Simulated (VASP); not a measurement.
A run of VASP 6.6.1 is set up as follows.

The input INCAR:

```
SYSTEM = Si
PREC = Accurate
ENCUT = 520
EDIFF = 1E-6
ISMEAR = -1
SIGMA = 0.05
LREAL = .False.
LASPH = .True.
NELM = 100
ALGO = Normal
ISIF = 2
LWAVE = .False.
LCHARG = .False.
GGA = PE
NBANDS = 11
```

The input KPOINTS:

```
regular mesh
0
Gamma
  16 16 16
  0 0 0
```

File POSCAR:

```
Si
1.0
   -2.2145650000      2.3587400000      1.2761750000
    2.2400650000     -2.3332400000      1.2738250000
    2.2619350000      2.3782600000     -1.2288050000
Si
2
Direct
    0.8070000000      0.5570000000      0.2500000000
    0.1930000000      0.4430000000      0.7500000000
```

Potentials or basis: VASP PAW PBE potentials, release 64 (Si).

The run is started by

```sh
$ cat potpaw_PBE.64/Si/POTCAR > POTCAR
$ mpirun -np 1 vasp_std > vasp.out
```

Task: What does it give for the band gap on the k mesh?

Result: Zero (bands 4 and 5 overlap by 7.50 eV).

Task: What does it give for the pressure?

Result: 15.7 GPa.

Forces in eV/Å, atoms in the order of the input:
```
Si   0.064 -0.025 -0.004
Si  -0.064  0.025  0.004
```

Caveat: the cell differs from its parent crystal (equal xy, yz and zx shear strains of +2 %); the cell stands under pressure.
